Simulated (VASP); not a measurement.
# Na2Ta3 (Pm-3m) in VASP: a series of runs

The runs below take Na2Ta3 through single point, relaxation of cell and atoms, with PBE.

Everything below comes from runs of VASP 6.6.1. Logs are shortened: lines on timing, memory, paths and dates and some standing lists are left out, and cuts for length are marked.

## 1. The cell of the first run

The structure is cubic, space group Pm-3m (No. 221). Conventional cell: a = 4.817 Å, b = 4.817 Å, c = 4.817 Å, α = 90.00°, β = 90.00°, γ = 90.00°. Na (site symmetry m-3m) has 12 Ta at 3.41 Å and 8 Na at 4.17 Å within 4.5 Å. Within 3.2 Å of Na (site symmetry m-3m) lie 6 Ta at 2.41 Å. Ta (site symmetry 4/mmm) has 2 Na at 2.41 Å within 3.2 Å.

## 2. Single point, PBE

Contents of INCAR:

```
SYSTEM = Na2Ta3
PREC = Accurate ; ENCUT = 520
EDIFF = 1E-6 ; ISMEAR = 0
SIGMA = 0.1 ; LREAL = .False.
LASPH = .True. ; NELM = 100
ALGO = Normal ; ISIF = 2
LWAVE = .False. ; LCHARG = .False.
GGA = PE ; NBANDS = 32
```

Contents of KPOINTS:

```
regular mesh
0
Gamma
  8 8 8
  0 0 0
```

Contents of POSCAR:

```
Na2Ta3
1.0
    4.8165598944      0.0000000000      0.0000000000
    0.0000000000      4.8165598944      0.0000000000
    0.0000000000      0.0000000000      4.8165598944
Na Ta
2 3
Direct
    0.0000000000      0.0000000000      0.0000000000
    0.5000000000      0.5000000000      0.5000000000
    0.0000000000      0.5000000000      0.5000000000
    0.5000000000      0.0000000000      0.5000000000
    0.5000000000      0.5000000000      0.0000000000
```

Potentials or basis: VASP PAW PBE potentials, release 64 (Na_pv, Ta_pv).

On the command line:

```
cat potpaw_PBE.64/Na_pv/POTCAR potpaw_PBE.64/Ta_pv/POTCAR > POTCAR
mpirun -np 1 vasp_std > vasp.out
```

OUTCAR:

```text
SYSTEM = Na2Ta3
   PREC = Accurate
   ENCUT = 520
   EDIFF = 1E-6
   ISMEAR = 0
   LREAL = .False.
   LASPH = .True.
   NELM = 100
   ISIF = 2
   GGA = PE

 ion  position               nearest neighbor table
   1  0.000  0.000  0.000-
   2  0.500  0.500  0.500-   3 2.41   4 2.41   5 2.41   5 2.41   4 2.41   3 2.41
   3  0.000  0.500  0.500-   2 2.41   2 2.41   5 3.41   5 3.41   4 3.41   4 3.41   4 3.41   5 3.41
                             5 3.41   4 3.41
   4  0.500  0.000  0.500-   2 2.41   2 2.41   5 3.41   5 3.41   3 3.41   3 3.41   5 3.41   5 3.41
                             3 3.41   3 3.41
   5  0.500  0.500  0.000-   2 2.41   2 2.41   4 3.41   3 3.41   3 3.41   4 3.41   4 3.41   4 3.41
                             3 3.41   3 3.41

  LATTYP: Found a simple cubic cell.
 ALAT       =     4.8165598944

  Lattice vectors:

 A1 = (   4.8165598944,   0.0000000000,   0.0000000000)
 A2 = (   0.0000000000,   4.8165598944,   0.0000000000)
 A3 = (   0.0000000000,   0.0000000000,   4.8165598944)

Analysis of symmetry for initial positions (statically):
=====================================================================
 Subroutine PRICEL returns:
 Original cell was already a primitive cell.

 Routine SETGRP: Setting up the symmetry group for a
 simple cubic supercell.

 Subroutine GETGRP returns: Found 48 space group operations
 (whereof 48 operations were pure point group operations)
 out of a pool of 48 trial point group operations.

The static configuration has the point symmetry O_h .

Analysis of symmetry for dynamics (positions and initial velocities):
=====================================================================
 Subroutine PRICEL returns:
 Original cell was already a primitive cell.

 Routine SETGRP: Setting up the symmetry group for a
 simple cubic supercell.

 Subroutine GETGRP returns: Found 48 space group operations
 (whereof 48 operations were pure point group operations)
 out of a pool of 48 trial point group operations.

The dynamic configuration has the point symmetry O_h .

 Subroutine INISYM returns: Found 48 space group operations
 (whereof 48 operations are pure point group operations),
 and found     1 'primitive' translations

----------------------------------------------------------------------------------------

                                     Primitive cell

  volume of cell :     111.7406

  direct lattice vectors                    reciprocal lattice vectors
     4.816559894  0.000000000  0.000000000     0.207617059  0.000000000  0.000000000
     0.000000000  4.816559894  0.000000000     0.000000000  0.207617059  0.000000000
     0.000000000  0.000000000  4.816559894     0.000000000  0.000000000  0.207617059

  length of vectors
     4.816559894  4.816559894  4.816559894     0.207617059  0.207617059  0.207617059

  position of ions in fractional coordinates (direct lattice)
     0.000000000  0.000000000  0.000000000
     0.500000000  0.500000000  0.500000000
     0.000000000  0.500000000  0.500000000
     0.500000000  0.000000000  0.500000000
     0.500000000  0.500000000  0.000000000

  ion indices of the primitive-cell ions
   primitive index   ion index
                 1           1
                 2           2
                 3           3
                 4           4
                 5           5

----------------------------------------------------------------------------------------

 KPOINTS: regular mesh

Automatic generation of k-mesh.
 Grid dimensions read from file:
 generate k-points for:    8    8    8

 Generating k-lattice:

  Cartesian coordinates                     Fractional coordinates (reciprocal lattice)
     0.025952132  0.000000000  0.000000000     0.125000000  0.000000000  0.000000000
     0.000000000  0.025952132  0.000000000     0.000000000  0.125000000  0.000000000
     0.000000000  0.000000000  0.025952132     0.000000000  0.000000000  0.125000000

  Length of vectors
     0.025952132  0.025952132  0.025952132

  Shift w.r.t. Gamma in fractional coordinates (k-lattice)
     0.000000000  0.000000000  0.000000000

 Subroutine IBZKPT returns following result:
 ===========================================

 Found     35 irreducible k-points:

 Following reciprocal coordinates:
            Coordinates               Weight
  0.000000  0.000000  0.000000      1.000000
  0.125000  0.000000  0.000000      6.000000
  0.250000  0.000000  0.000000      6.000000
  0.375000  0.000000  0.000000      6.000000
  0.500000  0.000000  0.000000      3.000000
  0.125000  0.125000  0.000000     12.000000
[... 16 lines left out ...]
  0.375000  0.375000  0.125000     24.000000
  0.500000  0.375000  0.125000     24.000000
 [... further k-points ...]
   k-points           NKPTS =     35   k-points in BZ     NKDIM =     35   number of bands    NBANDS=     32
   number of dos      NEDOS =    301   number of ions     NIONS =      5
   total plane-waves  NPLWV =  46656
   dimension x,y,z NGX =    36 NGY =   36 NGZ =   36
   dimension x,y,z NGXF=    72 NGYF=   72 NGZF=   72
   ions per type =               2   3
   NGX,Y,Z   is equivalent  to a cutoff of  12.43, 12.43, 12.43 a.u.
   NGXF,Y,Z  is equivalent  to a cutoff of  24.85, 24.85, 24.85 a.u.
 SYSTEM =  Na2Ta3
   PREC   = accura    normal or accurate (medium, high low for compatibility)
   ISTART =      0    job   : 0-new  1-cont  2-samecut
   ICHARG =      2    charge: 1-file 2-atom 10-const
   ISPIN  =      1    spin polarized calculation?
   LNONCOLLINEAR =      F non collinear calculations
   LSORBIT =      F    spin-orbit coupling
   LASPH  =      T    aspherical Exc in radial PAW
   ENCUT  =  520.0 eV  38.22 Ry    6.18 a.u.   8.96  8.96  8.96*2*pi/ulx,y,z
   NELM   =    100;   NELMIN=  2; NELMDL= -5     # of ELM steps
   EDIFF  = 0.1E-05   stopping-criterion for ELM
   LREAL  =      F    real-space projection
   EDIFFG = 0.1E-04   stopping-criterion for IOM
   NSW    =      0    number of steps for IOM
   IBRION =     -1    ionic relax: 0-MD 1-quasi-New 2-CG
   NFREE  =      0    steps in history (QN), initial steepest desc. (CG)
   ISIF   =      2    stress and relaxation
   ISYM   =      2    0-nonsym 1-usesym 2-fastsym
   POTIM  = 0.5000    time-step for ionic-motion
   TEBEG  =    0.0;   TEEND  =   0.0 temperature during run
   PSTRESS=    0.0 pullay stress
   NELECT =      47.0000    total number of electrons
   NUPDOWN=      -1.0000    fix difference up-down
   EMIN   =  10.00;   EMAX   =-10.00  energy-range for DOS
   EFERMI =   0.00;   METHOD = LEGACY
   ISMEAR =     0;   SIGMA  =   0.10  broadening in eV -4-tet -1-fermi 0-gaus
   EFERMI_NEDOS =   21; number of points for ismear=-14 and -15
   IALGO  =     38    algorithm
   IMIX   =      4    mixing-type and parameters
     AMIX     =   0.40;   BMIX     =  1.00
     AMIX_MAG =   1.60;   BMIX_MAG =  1.00
  volume/ion in A,a.u.               =      22.35       150.81
  Fermi-wavevector in a.u.,A,eV,Ry     =   1.226602  2.317942 20.470693  1.504554
  Thomas-Fermi vector in A             =   2.361597
   LORBIT       =      0    0 simple, 1 ext, 2 COOP (PROOUT), +10 PAW based schemes
   GGA     = PE    functional components
   LHFCALC =     F    Hartree Fock is set to
   AEXX    =    0.0000 exact exchange contribution
   IVDW    =     0    specifies the selected vdW correction
   LEPSILON=     F    determine dielectric tensor
   LRPA    =     F    only Hartree local field effects (RPA)
 non-spin polarized calculation
 Gauss-broadening in eV      SIGMA  =   0.10
  energy-cutoff  :      520.00
  volume of cell :      111.74
 maximum number of plane-waves:      3032
 NGX is ok and might be reduce to    36
   NGX = 17   NGY = 17   NGZ = 17

 number of electron      46.9999943 magnetization

 Free energy of the ion-electron system (eV)
  ---------------------------------------------------
  ext. energy  EPLUGINS =         0.00000000
  ---------------------------------------------------
  free energy    TOTEN  =       -25.58603122 eV

  energy without entropy =      -25.54529084  energy(sigma->0) =      -25.56566103

 E-fermi :   2.8059     XC(G=0): -10.1779

 val. band max:        2.7934179024   @ k =   0.5000   0.3750   0.3750
 cond. band min:       2.8068600314   @ k =   0.5000   0.3750   0.0000
 fundamental gap:      0.0134421289
 Fermi energy:         2.8059463979

 k-point     1 :       0.0000    0.0000    0.0000
  band No.  band energies     occupation
      1     -32.1834      2.00000
      2     -32.1834      2.00000
      3     -32.1834      2.00000
      4     -31.9810      2.00000
      5     -31.9810      2.00000
      6     -31.9810      2.00000
[... 24 lines left out ...]
     31       6.2380      0.00000
     32       6.3995      0.00000

 k-point     2 :       0.1250    0.0000    0.0000
  band No.  band energies     occupation
      1     -32.1803      2.00000
      2     -32.1803      2.00000
      3     -32.1729      2.00000
      4     -31.9821      2.00000
      5     -31.9821      2.00000
      6     -31.9812      2.00000
[... 24 lines left out ...]
     31       6.0248      0.00000
     32       6.4004      0.00000

 k-point     3 :       0.2500    0.0000    0.0000
  band No.  band energies     occupation
      1     -32.1725      2.00000
      2     -32.1725      2.00000
      3     -32.1452      2.00000
      4     -31.9856      2.00000
      5     -31.9856      2.00000
      6     -31.9818      2.00000
[... 24 lines left out ...]
     31       5.4441      0.00000
     32       6.4011      0.00000

 k-point     4 :       0.3750    0.0000    0.0000
  band No.  band energies     occupation
      1     -32.1640      2.00000
      2     -32.1640      2.00000
      3     -32.1110      2.00000
      4     -31.9962      2.00000
      5     -31.9910      2.00000
      6     -31.9910      2.00000
[... 654 lines left out ...]
     31       4.8483      0.00000
     32       5.4373      0.00000

 k-point    23 :       0.3750    0.3750    0.1250
  band No.  band energies     occupation
      1     -32.1827      2.00000
      2     -32.1129      2.00000
      3     -32.0550      2.00000
      4     -32.0534      2.00000
      5     -32.0154      2.00000
      6     -32.0108      2.00000
[... 24 lines left out ...]
     31       4.8609      0.00000
     32       5.2924      0.00000

 k-point    24 :       0.5000    0.3750    0.1250
  band No.  band energies     occupation
      1     -32.1824      2.00000
      2     -32.1083      2.00000
      3     -32.0612      2.00000
      4     -32.0402      2.00000
      5     -32.0222      2.00000
      6     -32.0110      2.00000
[... 24 lines left out ...]
     31       4.9596      0.00000
     32       5.1123      0.00000

 [... further k-points ...]

------------------------ aborting loop because EDIFF is reached ----------------------------------------

  FORCE on cell =-STRESS in cart. coord.  units (eV):
  Direction    XX          YY          ZZ          XY          YZ          ZX
  --------------------------------------------------------------------------------------
  -------------------------------------------------------------------------------------
  Total        0.0972127      0.0972127      0.0972127      0.0000000      0.0000000     -0.0000000
  in kB        1.3938707      1.3938707      1.3938707      0.0000000      0.0000000     -0.0000000
  external PRESSURE =       1.3938707 kB  Pullay stress =       0.0000000 kB

 VOLUME and BASIS-vectors are now :
 -----------------------------------------------------------------------------
  energy-cutoff  :      520.00
  volume of cell :      111.74
      direct lattice vectors                 reciprocal lattice vectors
     4.816559894  0.000000000  0.000000000     0.207617059  0.000000000  0.000000000
     0.000000000  4.816559894  0.000000000     0.000000000  0.207617059  0.000000000
     0.000000000  0.000000000  4.816559894     0.000000000  0.000000000  0.207617059

 POSITION                                       TOTAL-FORCE (eV/Angst)
 -----------------------------------------------------------------------------------
      0.00000      0.00000      0.00000         0.000000      0.000000      0.000000
      2.40828      2.40828      2.40828         0.000000      0.000000      0.000000
      0.00000      2.40828      2.40828         0.000000      0.000000      0.000000
      2.40828      0.00000      2.40828         0.000000      0.000000      0.000000
      2.40828      2.40828      0.00000         0.000000      0.000000      0.000000
 -----------------------------------------------------------------------------------
    total drift:                                0.000000      0.000000      0.000000

  FREE ENERGIE OF THE ION-ELECTRON SYSTEM (eV)
  ---------------------------------------------------
  free  energy   TOTEN  =       -25.5860312184 eV

  energy  without entropy=      -25.5452908409  energy(sigma->0) =      -25.56566103
```

It took 67 s on 1 thread of Intel Xeon 6975P-C, shared host; peak memory 0.26 GiB.

Results:

- Free energy: -25.5860 eV
- Pressure: 0.1 GPa

Levels at points of the mesh, in eV from the Fermi level:
```
           k point  band 22  band 23  band 24  band 25  band 26  band 27
(0.00, 0.00, 0.00)    -1.62     1.49     1.49     1.49     1.70     1.70
(0.50, 0.00, 0.00)    -0.26    -0.26    -0.22     0.63     0.68     0.93
(0.50, 0.50, 0.00)    -0.33    -0.33    -0.26    -0.26     0.80     1.13
(0.50, 0.50, 0.50)     0.17     0.46     0.46     0.46     0.54     1.14
```

Caveat: spin-orbit coupling is left out, which moves the levels of the heavy elements.

## 3. Relaxation of cell and atoms, PBE

Contents of INCAR:

```
  ALGO = Normal
  EDIFF = 1E-7
  EDIFFG = -0.01
  ENCUT = 600
  GGA = PE
  IBRION = 2
  ISIF = 3
  ISMEAR = 0
  LASPH = T
  LCHARG = F
  LREAL = F
  LWAVE = F
  NELM = 100
  NSW = 100
  PREC = Accurate
  SIGMA = 0.1
```

Contents of KPOINTS:

```
k-points
0
Gamma
  8 8 8
```

POSCAR, as its differences from that of step 2:

```diff
@@ -2,5 +2,5 @@
 1.0
-    4.8165598944      0.0000000000      0.0000000000
-    0.0000000000      4.8165598944      0.0000000000
-    0.0000000000      0.0000000000      4.8165598944
+    4.8177170459      0.0000000000      0.0000000000
+    0.0000000000      4.8177170459      0.0000000000
+    0.0000000000      0.0000000000      4.8177170459
 Na Ta
```

Potentials or basis: VASP PAW PBE potentials, release 64 (Na_pv, Ta_pv).

On the command line:

```
cat potpaw_PBE.64/Na_pv/POTCAR potpaw_PBE.64/Ta_pv/POTCAR > POTCAR
mpirun -np 1 vasp_std > vasp.out
```

Wall time 3 min (1 thread of Intel Xeon 6975P-C, shared host); peak memory 0.32 GiB.

It converged, with:

* Free energy: -25.5868 eV
* Relaxed volume: 22.41 Å³/atom
* Relaxed cell: a = 4.821 Å, b = 4.821 Å, c = 4.821 Å, α = 90.00°, β = 90.00°, γ = 90.00°
* Space group after relaxing (to 0.05 Å): Pm-3m (No. 221)
* Energy gained by relaxing: 0.0 meV/atom
* Ionic steps: 2
* Pressure after relaxing: 0.0 GPa

Final structure:
```
Na Ta
1.0
     4.82085    0.00000    0.00000
     0.00000    4.82085    0.00000
     0.00000    0.00000    4.82085
Na Ta
2 3
Direct
  0.00000 0.00000 0.00000
  0.50000 0.50000 0.50000
  0.00000 0.50000 0.50000
  0.50000 0.00000 0.50000
  0.50000 0.50000 0.00000
```

Levels at points of the mesh, in eV from the Fermi level:
```
           k point  band 20  band 21  band 22  band 23  band 24  band 25  band 26  band 27  band 28
(0.00, 0.00, 0.00)    -1.76    -1.62    -1.62     1.48     1.48     1.48     1.70     1.70     1.70
(0.50, 0.00, 0.00)    -0.88    -0.88    -0.26    -0.26    -0.22     0.63     0.68     0.93     1.34
(0.50, 0.50, 0.00)    -0.99    -0.36    -0.33    -0.33    -0.26    -0.26     0.79     1.12     1.12
(0.50, 0.50, 0.50)     0.17     0.17     0.17     0.45     0.45     0.45     0.53     1.14     1.14
```

Caveat: spin-orbit coupling is left out, which moves the levels of the heavy elements.

## 4. Single point, PBE

This run uses another cell than the first one, of 20.50 Å³/atom, 0.917 times its volume.

Contents of INCAR:

```
SYSTEM = Na2Ta3
ALGO = Normal
EDIFF = 1E-6
ENCUT = 520
GGA = PE
ISIF = 2
ISMEAR = 0
LASPH = .TRUE.
LCHARG = .TRUE.
LELF = .TRUE.
LREAL = .FALSE.
LVHAR = .TRUE.
LWAVE = .FALSE.
NBANDS = 32
NELM = 100
PREC = Accurate
SIGMA = 0.1
```

Contents of KPOINTS:

```
k-points
0
G
  4 4 4
  0 0 0
```

POSCAR, as its differences from that of step 3:

```diff
@@ -2,5 +2,5 @@
 1.0
-    4.8177170459      0.0000000000      0.0000000000
-    0.0000000000      4.8177170459      0.0000000000
-    0.0000000000      0.0000000000      4.8177170459
+    4.6796462200      0.0000000000      0.0000000000
+    0.0000000000      4.6796462200      0.0000000000
+    0.0000000000      0.0000000000      4.6796462200
 Na Ta
```

On the command line:

```
cat potpaw_PBE.64/Na_pv/POTCAR potpaw_PBE.64/Ta_pv/POTCAR > POTCAR
mpirun -np 1 vasp_std > vasp.out
```

Run time: 28 s. Hardware: 1 thread of Intel Xeon 6975P-C, shared host; peak memory 0.21 GiB.

It converged, with:

```
Free energy : -25.3592 eV
Pressure    : 7.7 GPa
```

Levels at points of the mesh, in eV from the Fermi level:
| k point | band 21 | band 22 | band 23 | band 24 | band 25 | band 26 |
| --- | --- | --- | --- | --- | --- | --- |
| (0.00, 0.00, 0.00) | -1.76 | -1.76 | 1.67 | 1.67 | 1.67 | 1.94 |
| (0.50, 0.00, 0.00) | -0.98 | -0.26 | -0.23 | -0.23 | 0.72 | 0.86 |
| (0.50, 0.50, 0.00) | -0.43 | -0.36 | -0.36 | -0.29 | -0.29 | 0.92 |
| (0.50, 0.50, 0.50) | 0.19 | 0.19 | 0.52 | 0.52 | 0.52 | 0.93 |

Caveat: spin-orbit coupling is left out, which moves the levels of the heavy elements.

## 5. Overview

```csv
task,cell,k mesh,cutoff (eV),gap on the mesh (eV),pressure (GPa)
single point,"a = 4.817 Å, 5 atoms",8 × 8 × 8,520,none,0.1
relaxation of cell and atoms,"relaxed from a = 4.818 Å, 5 atoms",8 × 8 × 8,600,none,0.0
single point,"a = 4.680 Å, 5 atoms",4 × 4 × 4,520,none,7.7
```

Alike in all rows: level PBE; potentials or basis VASP PAW PBE potentials, release 64 (Na_pv, Ta_pv); no spin polarisation; smearing gaussian 0.1 eV.

Caveats: spin-orbit coupling is left out, which moves the levels of the heavy elements.

Total energies depend on the potentials used, so only differences within one code and one set of settings carry meaning.
